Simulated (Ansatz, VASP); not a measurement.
BAs: VASP beside Ansatz

```
B As
1.0
     3.10494    0.00000    0.00000
    -1.55247    2.68895    0.00000
     0.00000    0.00000    4.84515
B As
1 1
Cartesian
  0.0000 0.0000 0.0000
  0.0000 1.7926 2.4226
```

Change from the starting cell: species swapped into the LuZr type (P-6m2, No. 187).

Alike in both runs: task relaxation of cell and atoms; functional PBE; k mesh 7 × 7 × 4; occupations gaussian, width 0.2 eV; no spin polarisation.

|  | VASP | Ansatz |
| --- | --- | --- |
| version | VASP 6.6.1 | Ansatz 0.2.0 |
| potentials or method | VASP PAW PBE potentials, release 64 (B, As), cutoff 500 eV | scalar-relativistic, plane waves, PAW |
| valence electrons in the cell | 8 | 18 |

```tsv
	VASP	Ansatz	Ansatz less VASP
gap on the k mesh at the Fermi level, each at its own relaxed structure (eV)	none	none	-
relaxed volume (Å³/atom)	12.78	12.79	+0.014
relaxed cell length with the largest relative difference (Å)	2.845	2.839	-0.0060
```

A gap of «none» marks a metal or a gap that the smearing closes. VASP's potentials hold 8 valence electrons a cell and Ansatz's 18, so a difference there can come from the potentials and not from the codes.

Noted on VASP's run: the volume moved by over 15 % at a fixed basis, so the end points are rough.
